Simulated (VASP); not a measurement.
# Cd in VASP: further runs

Cd is run at these levels: r2SCAN; tasks: single point.

Program: VASP 6.6.1. These are calculated values, not measurements. Logs are shortened: lines on timing, memory, paths and dates and some standing lists are left out, and cuts for length are marked.

### Step 1. The cell of the first run

The typed cell holds 2 atoms: a = 3.105 Å, b = 3.105 Å, c = 5.972 Å, α = 102.59°, β = 102.59°, γ = 125.71°.

### Step 2. Single point, r2SCAN (20.53 Å³/atom)

Contents of POSCAR:

```
Cd
1.0
   -2.1133146008      1.7943617023      1.3986102567
    1.7943617023     -2.1133146008      1.3986102567
    3.9834134986      3.9834134986     -1.9827730745
Cd
2
Direct
    0.8750370714      0.1249629286      1.0000000000
    0.8749629286      0.1250370714      0.5000000000
```

Contents of INCAR.step1:

```
ALGO = Normal
EDIFF = 1E-4
ENCUT = 520
GGA = PE
ISMEAR = -1
LASPH = T
LCHARG = F
LREAL = F
LWAVE = T
NBANDS = 19
NELM = 80
PREC = Accurate
SIGMA = 0.1
```

Contents of INCAR.step2:

```
ALGO = Normal
EDIFF = 1E-6
ENCUT = 520
ISIF = 2
ISMEAR = -1
ISTART = 1
LASPH = T
LCHARG = F
LMIXTAU = T
LREAL = F
LWAVE = F
METAGGA = R2SCAN
NBANDS = 19
NELM = 80
PREC = Accurate
SIGMA = 0.1
```

Contents of KPOINTS:

```
k-points
0
Gamma
  15 15 7
```

Potentials or basis: VASP PAW PBE potentials, release 64 (Cd).

Launch:

```sh
$ cat potpaw_PBE.64/Cd/POTCAR > POTCAR
$ cp INCAR.step1 INCAR
$ mpirun -np 1 vasp_std > vasp.out
$ cp INCAR.step2 INCAR
$ mpirun -np 1 vasp_std > vasp.out
```

OUTCAR:

```text
EDIFF = 1E-6
   ENCUT = 520
   ISIF = 2
   ISMEAR = -1
   ISTART = 1
   LASPH = T
   LREAL = F
   METAGGA = R2SCAN
   NELM = 80
   PREC = Accurate

 ion  position               nearest neighbor table
   1  0.875  0.125  0.000-   2 2.98   2 2.98   2 2.99   2 2.99
   2  0.875  0.125  0.500-   1 2.98   1 2.98   1 2.99   1 2.99

  Warning from LATTYP: Got some problem with cell dimensions!
  Tried to take original basis but could not verify dimensions!
  LATTYP: Found a base centered monoclinic cell.
 ALAT       =     2.8333556966
 B/A-ratio  =     1.9504394848
 C/A-ratio  =     1.8514929867
 COS(beta)  =    -0.0039957709

  Lattice vectors:

 A1 = (  -2.1133146008,   1.7943617023,   1.3986102567)
 A2 = (   1.7943617023,  -2.1133146008,   1.3986102567)
 A3 = (   3.6644606001,   3.6644606001,   0.8144474389)

Analysis of symmetry for initial positions (statically):
=====================================================================
 Subroutine PRICEL returns:
 Original cell was already a primitive cell.

 Routine SETGRP: Setting up the symmetry group for a
 base centered monoclinic supercell.

 Subroutine GETGRP returns: Found  4 space group operations
 (whereof  2 operations were pure point group operations)
 out of a pool of  4 trial point group operations.

The static configuration has the point symmetry C_2 .
 The point group associated with its full space group is C_2h.

Analysis of symmetry for dynamics (positions and initial velocities):
=====================================================================
 Subroutine PRICEL returns:
 Original cell was already a primitive cell.

 Routine SETGRP: Setting up the symmetry group for a
 base centered monoclinic supercell.

 Subroutine GETGRP returns: Found  4 space group operations
 (whereof  2 operations were pure point group operations)
 out of a pool of  4 trial point group operations.

The dynamic configuration has the point symmetry C_2 .
 The point group associated with its full space group is C_2h.

 Subroutine INISYM returns: Found  4 space group operations
 (whereof  2 operations are pure point group operations),
 and found     1 'primitive' translations

----------------------------------------------------------------------------------------

                                     Primitive cell

  volume of cell :      41.0700

  direct lattice vectors                    reciprocal lattice vectors
    -2.113314601  1.794361702  1.398610257    -0.033626021  0.222280539  0.379009056
     1.794361702 -2.113314601  1.398610257     0.222280539 -0.033626021  0.379009056
     3.983413499  3.983413499 -1.982773075     0.133073293  0.133073293  0.030347348

  length of vectors
     3.105147850  3.105147850  5.972148296     0.440666780  0.440666780  0.190625193

  position of ions in fractional coordinates (direct lattice)
     0.875037071  0.124962929  0.000000000
     0.874962929  0.125037071  0.500000000

  ion indices of the primitive-cell ions
   primitive index   ion index
                 1           1
                 2           2

----------------------------------------------------------------------------------------

 KPOINTS: k-points

Automatic generation of k-mesh.
 Grid dimensions read from file:
 generate k-points for:   15   15    7

 Generating k-lattice:

  Cartesian coordinates                     Fractional coordinates (reciprocal lattice)
    -0.002241735  0.014818703  0.025267270     0.066666667  0.000000000  0.000000000
     0.014818703 -0.002241735  0.025267270     0.000000000  0.066666667  0.000000000
     0.019010470  0.019010470  0.004335335     0.000000000  0.000000000  0.142857143

  Length of vectors
     0.029377785  0.029377785  0.027232170

  Shift w.r.t. Gamma in fractional coordinates (k-lattice)
     0.000000000  0.000000000  0.000000000

 Subroutine IBZKPT returns following result:
 ===========================================

 Found    424 irreducible k-points:

 Following reciprocal coordinates:
            Coordinates               Weight
  0.000000  0.000000  0.000000      1.000000
  0.066667 -0.000000  0.000000      4.000000
  0.133333 -0.000000  0.000000      4.000000
  0.200000 -0.000000  0.000000      4.000000
  0.266667 -0.000000  0.000000      4.000000
  0.333333 -0.000000  0.000000      4.000000
[... 16 lines left out ...]
  0.133333  0.133333  0.000000      2.000000
  0.200000  0.133333  0.000000      4.000000
 [... further k-points ...]
   k-points           NKPTS =    424   k-points in BZ     NKDIM =    424   number of bands    NBANDS=     19
   number of dos      NEDOS =    301   number of ions     NIONS =      2
   total plane-waves  NPLWV =  27648
   dimension x,y,z NGX =    24 NGY =   24 NGZ =   48
   dimension x,y,z NGXF=    48 NGYF=   48 NGZF=   96
   ions per type =               2
   NGX,Y,Z   is equivalent  to a cutoff of  12.85, 12.85, 13.36 a.u.
   NGXF,Y,Z  is equivalent  to a cutoff of  25.70, 25.70, 26.72 a.u.
 SYSTEM =  unknown system
   PREC   = accura    normal or accurate (medium, high low for compatibility)
   ISTART =      1    job   : 0-new  1-cont  2-samecut
   ICHARG =      0    charge: 1-file 2-atom 10-const
   ISPIN  =      1    spin polarized calculation?
   LNONCOLLINEAR =      F non collinear calculations
   LSORBIT =      F    spin-orbit coupling
   LASPH  =      T    aspherical Exc in radial PAW
   ENCUT  =  520.0 eV  38.22 Ry    6.18 a.u.   5.77  5.77 11.10*2*pi/ulx,y,z
   NELM   =     80;   NELMIN=  2; NELMDL=  0     # of ELM steps
   EDIFF  = 0.1E-05   stopping-criterion for ELM
   LREAL  =      F    real-space projection
   EDIFFG = 0.1E-04   stopping-criterion for IOM
   NSW    =      0    number of steps for IOM
   IBRION =     -1    ionic relax: 0-MD 1-quasi-New 2-CG
   NFREE  =      0    steps in history (QN), initial steepest desc. (CG)
   ISIF   =      2    stress and relaxation
   ISYM   =      2    0-nonsym 1-usesym 2-fastsym
   POTIM  = 0.5000    time-step for ionic-motion
   TEBEG  =    0.0;   TEEND  =   0.0 temperature during run
   PSTRESS=    0.0 pullay stress
   NELECT =      24.0000    total number of electrons
   NUPDOWN=      -1.0000    fix difference up-down
   EMIN   =  10.00;   EMAX   =-10.00  energy-range for DOS
   EFERMI =   0.00;   METHOD = LEGACY
   ISMEAR =    -1;   SIGMA  =   0.10  broadening in eV -4-tet -1-fermi 0-gaus
   EFERMI_NEDOS =   21; number of points for ismear=-14 and -15
   IALGO  =     38    algorithm
   IMIX   =      4    mixing-type and parameters
     AMIX     =   0.40;   BMIX     =  1.00
     AMIX_MAG =   1.60;   BMIX_MAG =  1.00
  volume/ion in A,a.u.               =      20.53       138.58
  Fermi-wavevector in a.u.,A,eV,Ry     =   1.368686  2.586441 25.487808  1.873301
  Thomas-Fermi vector in A             =   2.494628
   LORBIT       =      0    0 simple, 1 ext, 2 COOP (PROOUT), +10 PAW based schemes
   METAGGA = R2SCAN    functional components
   LHFCALC =     F    Hartree Fock is set to
   AEXX    =    0.0000 exact exchange contribution
   IVDW    =     0    specifies the selected vdW correction
   LEPSILON=     F    determine dielectric tensor
   LRPA    =     F    only Hartree local field effects (RPA)
 non-spin polarized calculation
  energy-cutoff  :      520.00
  volume of cell :       41.07
 maximum number of plane-waves:      1121
   NGX = 11   NGY = 11   NGZ = 23

 number of electron      23.9999993 magnetization

 Free energy of the ion-electron system (eV)
  ---------------------------------------------------
  ext. energy  EPLUGINS =         0.00000000
  ---------------------------------------------------
  free energy    TOTEN  =       -40.12071354 eV

  energy without entropy =      -40.10186368  energy(sigma->0) =      -40.11128861

 E-fermi :   3.1834     XC(G=0): -12.0844

 val. band max:        3.1825023562   @ k =   0.4000   0.3333   0.0000
 cond. band min:       3.1980972714   @ k =  -0.4667   0.0667   0.2857
 fundamental gap:      0.0155949152
 Fermi energy:         3.1834331969

 k-point     1 :       0.0000    0.0000    0.0000
  band No.  band energies     occupation
      1      -7.3584      2.00000
      2      -7.0730      2.00000
      3      -6.7996      2.00000
      4      -6.5080      2.00000
      5      -6.2334      2.00000
      6      -6.2223      2.00000
[... 11 lines left out ...]
     18      19.3292      0.00000
     19      20.5006      0.00000

 k-point     2 :       0.0667   -0.0000    0.0000
  band No.  band energies     occupation
      1      -7.2848      2.00000
      2      -7.0296      2.00000
      3      -6.7226      2.00000
      4      -6.4925      2.00000
      5      -6.2561      2.00000
      6      -6.2399      2.00000
[... 11 lines left out ...]
     18      19.6965      0.00000
     19      19.8577      0.00000

 k-point     3 :       0.1333   -0.0000    0.0000
  band No.  band energies     occupation
      1      -7.0792      2.00000
      2      -6.9430      2.00000
      3      -6.5451      2.00000
      4      -6.4974      2.00000
      5      -6.3188      2.00000
      6      -6.2536      2.00000
[... 11 lines left out ...]
     18      18.6474      0.00000
     19      19.1179      0.00000

 k-point     4 :       0.2000   -0.0000    0.0000
  band No.  band energies     occupation
      1      -6.9029      2.00000
      2      -6.8181      2.00000
      3      -6.5961      2.00000
      4      -6.5557      2.00000
      5      -6.2672      2.00000
      6      -6.2020      2.00000
[... 11 lines left out ...]
     18      15.8962      0.00000
     19      17.8461      0.00000

 k-point     5 :       0.2667   -0.0000    0.0000
  band No.  band energies     occupation
      1      -6.9696      2.00000
      2      -6.8113      2.00000
      3      -6.7371      2.00000
      4      -6.7234      2.00000
      5      -6.1933      2.00000
      6      -6.0464      2.00000
[... 11 lines left out ...]
     18      14.6873      0.00000
     19      17.2974      0.00000
[... 334 lines left out ...]
      2      -7.0321      2.00000
      3      -6.7167      2.00000
      4      -6.4510      2.00000
      5      -6.2789      2.00000
      6      -6.2630      2.00000
[... 11 lines left out ...]
     18      19.0058      0.00000
     19      19.5198      0.00000

 k-point    22 :      -0.0667    0.0667    0.0000
  band No.  band energies     occupation
      1      -7.3539      2.00000
      2      -7.0758      2.00000
      3      -6.7878      2.00000
      4      -6.4753      2.00000
      5      -6.2364      2.00000
      6      -6.2248      2.00000
[... 11 lines left out ...]
     18      19.3225      0.00000
     19      20.1650      0.00000

 k-point    23 :       0.1333    0.1333    0.0000
  band No.  band energies     occupation
      1      -6.9553      2.00000
      2      -6.8063      2.00000
      3      -6.5790      2.00000
      4      -6.4613      2.00000
      5      -6.3857      2.00000
      6      -6.2127      2.00000
[... 11 lines left out ...]
     18      15.0187      0.00000
     19      17.5753      0.00000

 k-point    24 :       0.2000    0.1333    0.0000
  band No.  band energies     occupation
      1      -7.0796      2.00000
      2      -6.9911      2.00000
      3      -6.7208      2.00000
      4      -6.6494      2.00000
      5      -6.2138      2.00000
      6      -6.1437      2.00000
[... 11 lines left out ...]
     18      13.8262      0.00000
     19      18.3598      0.00000

 [... further k-points ...]
[... 5 lines left out ...]
  --------------------------------------------------------------------------------------
  -------------------------------------------------------------------------------------
  Total        1.2850295      1.2850295      2.2338525      0.1976967     -0.0632888     -0.0632888
  in kB       50.1301828     50.1301828     87.1446439      7.7123290     -2.4689553     -2.4689556
  external PRESSURE =      62.4683365 kB  Pullay stress =       0.0000000 kB

 VOLUME and BASIS-vectors are now :
 -----------------------------------------------------------------------------
  energy-cutoff  :      520.00
  volume of cell :       41.07
      direct lattice vectors                 reciprocal lattice vectors
    -2.113314601  1.794361702  1.398610257    -0.033626021  0.222280539  0.379009056
     1.794361702 -2.113314601  1.398610257     0.222280539 -0.033626021  0.379009056
     3.983413499  3.983413499 -1.982773075     0.133073293  0.133073293  0.030347348

 POSITION                                       TOTAL-FORCE (eV/Angst)
 -----------------------------------------------------------------------------------
     -1.62500      1.30605      1.39861        -0.000022      0.000022     -0.000000
      0.36700      3.29746      0.40722         0.000022     -0.000022      0.000000
 -----------------------------------------------------------------------------------
    total drift:                                0.000000      0.000000      0.000000

  FREE ENERGIE OF THE ION-ELECTRON SYSTEM (eV)
  ---------------------------------------------------
  free  energy   TOTEN  =       -40.1207135394 eV

  energy  without entropy=      -40.1018636812  energy(sigma->0) =      -40.11128861
```

It took 17 min on 1 thread of Oxide Virtual Turin-like, shared host; peak memory 0.34 GiB.

What came out:

| Quantity | Value |
| --- | --- |
| Free energy | -40.1207 eV |
| Pressure | 6.2 GPa |
| Band gap on the k mesh | zero (bands 12 and 13 overlap by 3.24 eV) |

Stress tensor (GPa, compression positive):
```
 5.01  0.77 -0.25
 0.77  5.01 -0.25
-0.25 -0.25  8.71
```

Caveat: the cell stands under pressure; the PAW data sets were made with another functional, which shifts forces and pressure a little.

### Step 3. Single point, r2SCAN (21.43 Å³/atom)

This run uses another cell than the first one, of 21.43 Å³/atom.

Contents of POSCAR:

```
Cd
1.0
   -2.1435088887      1.8199989046      1.4185931031
    1.8199989046     -2.1435088887      1.4185931031
    4.0403270951      4.0403270951     -2.0111022315
Cd
2
Direct
    0.8750370714      0.1249629286      1.0000000000
    0.8749629286      0.1250370714      0.5000000000
```

Contents of INCAR.step1:

```
ALGO = Normal ; EDIFF = 1E-4
ENCUT = 520 ; GGA = PE
ISMEAR = -1 ; LASPH = True
LCHARG = False ; LREAL = False
LWAVE = True ; NBANDS = 19
NELM = 80 ; PREC = Accurate
SIGMA = 0.1
```

Contents of INCAR.step2:

```
ALGO = Normal ; EDIFF = 1E-6
ENCUT = 520 ; ISIF = 2
ISMEAR = -1 ; ISTART = 1
LASPH = True ; LCHARG = True
LELF = True ; LMIXTAU = True
LREAL = False ; LVHAR = True
LWAVE = False ; METAGGA = R2SCAN
NBANDS = 19 ; NELM = 80
PREC = Accurate ; SIGMA = 0.1
```

KPOINTS is that of step 2.

Potentials or basis: VASP PAW PBE potentials, release 64 (Cd).

Launch:

```sh
$ cat potpaw_PBE.64/Cd/POTCAR > POTCAR
$ cp INCAR.step1 INCAR
$ mpirun -np 1 vasp_std > vasp.out
$ cp INCAR.step2 INCAR
$ mpirun -np 1 vasp_std > vasp.out
```

It took 21 min on 1 thread of Oxide Virtual Turin-like, shared host; peak memory 0.36 GiB.

The run converged. Its results:

```
Free energy            : -40.1711 eV
Pressure               : 2.9 GPa
Band gap on the k mesh : zero (bands 12 and 13 overlap by 3.28 eV)
```

Stress tensor (GPa, compression positive):
```
 2.26  0.47 -0.09
 0.47  2.26 -0.09
-0.09 -0.09  4.24
```

Levels at points of the mesh, in eV from the Fermi level:
| k point | band 9 | band 10 | band 11 | band 12 | band 13 | band 14 | band 15 | band 16 |
| --- | --- | --- | --- | --- | --- | --- | --- | --- |
| (0.00, 0.00, 0.00) | -9.12 | -8.86 | -8.52 | -2.75 | -2.02 | 11.19 | 13.44 | 15.14 |

Caveat: the PAW data sets were made with another functional, which shifts forces and pressure a little.
